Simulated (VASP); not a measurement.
# BaO (Fm-3m) in VASP: single point with PBEsol

Aim: the single point of BaO with PBEsol.

All numbers are computed with VASP 6.6.1; they aren't measurements. Logs are shortened: lines on timing, memory, paths and dates and some standing lists are left out, and cuts for length are marked.

## (1) The cell of the first run

It takes space group Fm-3m (No. 225, cubic). Conventional cell: a = 5.500 Å, b = 5.500 Å, c = 5.500 Å, α = 90.00°, β = 90.00°, γ = 90.00°. Ba (site symmetry m-3m) has 6 O at 2.75 Å within 3.6 Å. Within 3.6 Å of O (site symmetry m-3m) lie 6 Ba at 2.75 Å.

## (2) Single point, PBEsol

File INCAR:

```
SYSTEM = BaO
  PREC = Accurate
  ENCUT = 600
  EDIFF = 1E-6
  ISMEAR = -1
  SIGMA = 0.05
  LREAL = .FALSE.
  LASPH = .TRUE.
  NELM = 120
  ALGO = Normal
  ISIF = 2
  LWAVE = .FALSE.
  LCHARG = .FALSE.
  GGA = PS
  NBANDS = 15
  GGA_COMPAT = .FALSE.
```

File KPOINTS:

```
regular mesh
0
G
  8 8 8
  0 0 0
```

File POSCAR:

```
BaO
1.0
    3.8890870000      0.0000000000      0.0000000000
    1.9445435000      3.3680481395      0.0000000000
    1.9445435000      1.1226827132      3.1754262384
Ba O
1 1
Direct
    0.0000000000      0.0000000000      0.0000000000
    0.5000000000      0.5000000000      0.5000000000
```

Potentials or basis: VASP PAW PBE potentials, release 64 (Ba_sv, O).

Run with:

```console
> cat potpaw_PBE.64/Ba_sv/POTCAR potpaw_PBE.64/O/POTCAR > POTCAR
> mpirun -np 1 vasp_std > vasp.out
```

OUTCAR:

```text
SYSTEM = BaO
   PREC = Accurate
   ENCUT = 600
   EDIFF = 1E-6
   ISMEAR = -1
   LREAL = .FALSE.
   LASPH = .TRUE.
   NELM = 120
   ISIF = 2
   GGA = PS

 ion  position               nearest neighbor table
   1  0.000  0.000  0.000-   2 2.75   2 2.75   2 2.75   2 2.75   2 2.75   2 2.75
   2  0.500  0.500  0.500-   1 2.75   1 2.75   1 2.75   1 2.75   1 2.75   1 2.75

  LATTYP: Found a face centered cubic cell.
 ALAT       =     5.4999995806

  Lattice vectors:

 A1 = (   3.8890870000,   0.0000000000,   0.0000000000)
 A2 = (   1.9445435000,   3.3680481395,   0.0000000000)
 A3 = (   1.9445435000,   1.1226827132,   3.1754262384)

Analysis of symmetry for initial positions (statically):
=====================================================================
 Subroutine PRICEL returns:
 Original cell was already a primitive cell.

 Routine SETGRP: Setting up the symmetry group for a
 face centered cubic supercell.

 Subroutine GETGRP returns: Found 48 space group operations
 (whereof 48 operations were pure point group operations)
 out of a pool of 48 trial point group operations.

The static configuration has the point symmetry O_h .

Analysis of symmetry for dynamics (positions and initial velocities):
=====================================================================
 Subroutine PRICEL returns:
 Original cell was already a primitive cell.

 Routine SETGRP: Setting up the symmetry group for a
 face centered cubic supercell.

 Subroutine GETGRP returns: Found 48 space group operations
 (whereof 48 operations were pure point group operations)
 out of a pool of 48 trial point group operations.

The dynamic configuration has the point symmetry O_h .

 Subroutine INISYM returns: Found 48 space group operations
 (whereof 48 operations are pure point group operations),
 and found     1 'primitive' translations

----------------------------------------------------------------------------------------

                                     Primitive cell

  volume of cell :      41.5937

  direct lattice vectors                    reciprocal lattice vectors
     3.889087000  0.000000000  0.000000000     0.257129758 -0.148453935 -0.104972784
     1.944543500  3.368048139  0.000000000     0.000000000  0.296907870 -0.104972784
     1.944543500  1.122682713  3.175426238     0.000000000  0.000000000  0.314918353

  length of vectors
     3.889087000  3.889087000  3.889087000     0.314918353  0.314918353  0.314918353

  position of ions in fractional coordinates (direct lattice)
     0.000000000  0.000000000  0.000000000
     0.500000000  0.500000000  0.500000000

  ion indices of the primitive-cell ions
   primitive index   ion index
                 1           1
                 2           2

----------------------------------------------------------------------------------------

 KPOINTS: regular mesh

Automatic generation of k-mesh.
 Grid dimensions read from file:
 generate k-points for:    8    8    8

 Generating k-lattice:

  Cartesian coordinates                     Fractional coordinates (reciprocal lattice)
     0.032141220 -0.018556742 -0.013121598     0.125000000  0.000000000  0.000000000
     0.000000000  0.037113484 -0.013121598     0.000000000  0.125000000 -0.000000000
     0.000000000  0.000000000  0.039364794     0.000000000  0.000000000  0.125000000

  Length of vectors
     0.039364794  0.039364794  0.039364794

  Shift w.r.t. Gamma in fractional coordinates (k-lattice)
     0.000000000  0.000000000  0.000000000

 Subroutine IBZKPT returns following result:
 ===========================================

 Found     29 irreducible k-points:

 Following reciprocal coordinates:
            Coordinates               Weight
  0.000000  0.000000  0.000000      1.000000
  0.125000 -0.000000 -0.000000      8.000000
  0.250000 -0.000000 -0.000000      8.000000
  0.375000 -0.000000  0.000000      8.000000
  0.500000 -0.000000 -0.000000      4.000000
  0.125000  0.125000 -0.000000      6.000000
[... 16 lines left out ...]
  0.500000  0.250000  0.125000     48.000000
 -0.375000  0.250000  0.125000     24.000000
 [... further k-points ...]
   k-points           NKPTS =     29   k-points in BZ     NKDIM =     29   number of bands    NBANDS=     15
   number of dos      NEDOS =    301   number of ions     NIONS =      2
   total plane-waves  NPLWV =  32768
   dimension x,y,z NGX =    32 NGY =   32 NGZ =   32
   dimension x,y,z NGXF=    64 NGYF=   64 NGZF=   64
   ions per type =               1   1
   NGX,Y,Z   is equivalent  to a cutoff of  13.68, 13.68, 13.68 a.u.
   NGXF,Y,Z  is equivalent  to a cutoff of  27.36, 27.36, 27.36 a.u.
 SYSTEM =  BaO
   PREC   = accura    normal or accurate (medium, high low for compatibility)
   ISTART =      0    job   : 0-new  1-cont  2-samecut
   ICHARG =      2    charge: 1-file 2-atom 10-const
   ISPIN  =      1    spin polarized calculation?
   LNONCOLLINEAR =      F non collinear calculations
   LSORBIT =      F    spin-orbit coupling
   LASPH  =      T    aspherical Exc in radial PAW
   ENCUT  =  600.0 eV  44.10 Ry    6.64 a.u.   7.77  7.77  7.77*2*pi/ulx,y,z
   NELM   =    120;   NELMIN=  2; NELMDL= -5     # of ELM steps
   EDIFF  = 0.1E-05   stopping-criterion for ELM
   LREAL  =      F    real-space projection
   EDIFFG = 0.1E-04   stopping-criterion for IOM
   NSW    =      0    number of steps for IOM
   IBRION =     -1    ionic relax: 0-MD 1-quasi-New 2-CG
   NFREE  =      0    steps in history (QN), initial steepest desc. (CG)
   ISIF   =      2    stress and relaxation
   ISYM   =      2    0-nonsym 1-usesym 2-fastsym
   POTIM  = 0.5000    time-step for ionic-motion
   TEBEG  =    0.0;   TEEND  =   0.0 temperature during run
   PSTRESS=    0.0 pullay stress
   NELECT =      16.0000    total number of electrons
   NUPDOWN=      -1.0000    fix difference up-down
   EMIN   =  10.00;   EMAX   =-10.00  energy-range for DOS
   EFERMI =   0.00;   METHOD = LEGACY
   ISMEAR =    -1;   SIGMA  =   0.05  broadening in eV -4-tet -1-fermi 0-gaus
   EFERMI_NEDOS =   21; number of points for ismear=-14 and -15
   IALGO  =     38    algorithm
   IMIX   =      4    mixing-type and parameters
     AMIX     =   0.40;   BMIX     =  1.00
     AMIX_MAG =   1.60;   BMIX_MAG =  1.00
  volume/ion in A,a.u.               =      20.80       140.34
  Fermi-wavevector in a.u.,A,eV,Ry     =   1.190617  2.249940 19.287203  1.417569
  Thomas-Fermi vector in A             =   2.326698
   LORBIT       =      0    0 simple, 1 ext, 2 COOP (PROOUT), +10 PAW based schemes
   GGA     = PS    functional components
   LHFCALC =     F    Hartree Fock is set to
   AEXX    =    0.0000 exact exchange contribution
   IVDW    =     0    specifies the selected vdW correction
   LEPSILON=     F    determine dielectric tensor
   LRPA    =     F    only Hartree local field effects (RPA)
 non-spin polarized calculation
  energy-cutoff  :      600.00
  volume of cell :       41.59
 maximum number of plane-waves:      1411
   NGX = 15   NGY = 15   NGZ = 15

 number of electron      15.9999997 magnetization

 Free energy of the ion-electron system (eV)
  ---------------------------------------------------
  ext. energy  EPLUGINS =         0.00000000
  ---------------------------------------------------
  free energy    TOTEN  =       -12.39737467 eV

  energy without entropy =      -12.39737467  energy(sigma->0) =      -12.39737467

 E-fermi :   2.7742     XC(G=0):  -9.9534

 val. band max:        1.8575917039   @ k =   0.5000   0.5000  -0.0000
 cond. band min:       3.6483230599   @ k =   0.5000   0.5000  -0.0000
 fundamental gap:      1.7907313560
 Fermi energy:         2.7741804624

 k-point     1 :       0.0000    0.0000    0.0000
  band No.  band energies     occupation
      1     -23.9908      2.00000
      2     -13.1375      2.00000
      3      -8.4367      2.00000
      4      -8.4367      2.00000
      5      -8.4367      2.00000
      6       1.4462      2.00000
      7       1.4462      2.00000
      8       1.4462      2.00000
      9       5.3100      0.00000
     10       6.4738      0.00000
     11       6.4738      0.00000
     12       6.4738      0.00000
     13       8.8159      0.00000
     14       8.8159      0.00000
     15      11.6225      0.00000

 k-point     2 :       0.1250   -0.0000   -0.0000
  band No.  band energies     occupation
      1     -23.9505      2.00000
      2     -13.2542      2.00000
      3      -8.4747      2.00000
      4      -8.4561      2.00000
      5      -8.4561      2.00000
      6       1.0910      2.00000
      7       1.2346      2.00000
      8       1.2346      2.00000
      9       5.9643      0.00000
     10       6.3458      0.00000
     11       6.7741      0.00000
     12       6.7741      0.00000
     13       9.2338      0.00000
     14       9.2338      0.00000
     15      12.6234      0.00000

 k-point     3 :       0.2500   -0.0000   -0.0000
  band No.  band energies     occupation
      1     -23.8508      2.00000
      2     -13.5368      2.00000
      3      -8.5595      2.00000
      4      -8.5018      2.00000
      5      -8.5018      2.00000
      6       0.4332      2.00000
      7       0.7854      2.00000
      8       0.7854      2.00000
      9       6.2340      0.00000
     10       7.5885      0.00000
     11       7.5885      0.00000
     12       7.5993      0.00000
     13      10.2660      0.00000
     14      10.2660      0.00000
     15      14.7867      0.00000

 k-point     4 :       0.3750   -0.0000    0.0000
  band No.  band energies     occupation
      1     -23.7471      2.00000
      2     -13.8205      2.00000
      3      -8.6353      2.00000
      4      -8.5459      2.00000
      5      -8.5459      2.00000
      6      -0.0924      2.00000
      7       0.3985      2.00000
      8       0.3985      2.00000
      9       6.5263      0.00000
     10       8.5804      0.00000
     11       8.5804      0.00000
     12       9.2382      0.00000
     13      11.5669      0.00000
     14      11.5669      0.00000
     15      15.7952      0.00000
[... 307 lines left out ...]
 k-point    22 :       0.3750    0.2500    0.1250
  band No.  band energies     occupation
      1     -23.7788      2.00000
      2     -13.5795      2.00000
      3      -8.8997      2.00000
      4      -8.6979      2.00000
      5      -8.5888      2.00000
      6       0.3015      2.00000
      7       0.7653      2.00000
      8       1.4075      2.00000
      9       5.3597      0.00000
     10       7.5180      0.00000
     11       8.4979      0.00000
     12       8.8705      0.00000
     13      10.5433      0.00000
     14      11.2638      0.00000
     15      16.2852      0.00000

 k-point    23 :       0.5000    0.2500    0.1250
  band No.  band energies     occupation
      1     -23.6969      2.00000
      2     -13.7061      2.00000
      3      -9.0990      2.00000
      4      -8.9529      2.00000
      5      -8.5617      2.00000
      6       0.3080      2.00000
      7       0.5797      2.00000
      8       1.2436      2.00000
      9       5.8867      0.00000
     10       7.8171      0.00000
     11       9.2737      0.00000
     12       9.4104      0.00000
     13      11.4894      0.00000
     14      12.9432      0.00000
     15      14.6634      0.00000

 k-point    24 :      -0.3750    0.2500    0.1250
  band No.  band energies     occupation
      1     -23.6623      2.00000
      2     -13.7597      2.00000
      3      -9.1191      2.00000
      4      -9.1151      2.00000
      5      -8.5513      2.00000
      6       0.1960      2.00000
      7       0.8535      2.00000
      8       0.9195      2.00000
      9       6.6406      0.00000
     10       7.2547      0.00000
     11       9.7841      0.00000
     12       9.7896      0.00000
     13      12.0823      0.00000
     14      13.6910      0.00000
     15      14.0327      0.00000

 [... further k-points ...]

------------------------ aborting loop because EDIFF is reached ----------------------------------------

  FORCE on cell =-STRESS in cart. coord.  units (eV):
  Direction    XX          YY          ZZ          XY          YZ          ZX
  --------------------------------------------------------------------------------------
  -------------------------------------------------------------------------------------
  Total        0.3556908      0.3556908      0.3556908     -0.0000000      0.0000000      0.0000000
  in kB       13.7010951     13.7010951     13.7010951     -0.0000000      0.0000000      0.0000000
  external PRESSURE =      13.7010951 kB  Pullay stress =       0.0000000 kB

 VOLUME and BASIS-vectors are now :
 -----------------------------------------------------------------------------
  energy-cutoff  :      600.00
  volume of cell :       41.59
      direct lattice vectors                 reciprocal lattice vectors
     3.889087000  0.000000000  0.000000000     0.257129758 -0.148453935 -0.104972784
     1.944543500  3.368048139  0.000000000     0.000000000  0.296907870 -0.104972784
     1.944543500  1.122682713  3.175426238     0.000000000  0.000000000  0.314918353

 POSITION                                       TOTAL-FORCE (eV/Angst)
 -----------------------------------------------------------------------------------
      0.00000      0.00000      0.00000         0.000000     -0.000000      0.000000
      3.88909      2.24537      1.58771        -0.000000      0.000000      0.000000
 -----------------------------------------------------------------------------------
    total drift:                               -0.000000      0.000000     -0.000000

  FREE ENERGIE OF THE ION-ELECTRON SYSTEM (eV)
  ---------------------------------------------------
  free  energy   TOTEN  =       -12.3973746689 eV

  energy  without entropy=      -12.3973746683  energy(sigma->0) =      -12.39737467
```

Wall time 14 s (1 thread of AMD EPYC 9R14 (Zen 4), shared host); peak memory 0.15 GiB.

What came out:

```yaml
Free_energy: -12.3974 eV
Pressure: 1.4 GPa
Band_gap_on_the_k_mesh: 1.79 eV
```

Levels at points of the mesh, in eV from the valence-band top:
| k point | band 4 | band 5 | band 6 | band 7 | band 8 | band 9 | band 10 | band 11 | band 12 | band 13 |
| --- | --- | --- | --- | --- | --- | --- | --- | --- | --- | --- |
| (0.00, 0.00, 0.00) | -10.29 | -10.29 | -0.41 | -0.41 | -0.41 | 3.45 | 4.62 | 4.62 | 4.62 | 6.96 |
| (0.50, 0.00, 0.00) | -10.42 | -10.42 | -2.15 | -1.61 | -1.61 | 4.88 | 7.20 | 7.20 | 8.12 | 10.69 |
| (0.50, 0.50, 0.00) | -10.93 | -10.93 | -0.20 | -0.20 | 0.00 | 1.79 | 6.01 | 8.99 | 9.34 | 9.92 |

Caveat: the PAW data sets were made with another functional, which shifts forces and pressure a little; spin-orbit coupling is left out, which moves the levels of the heavy elements.
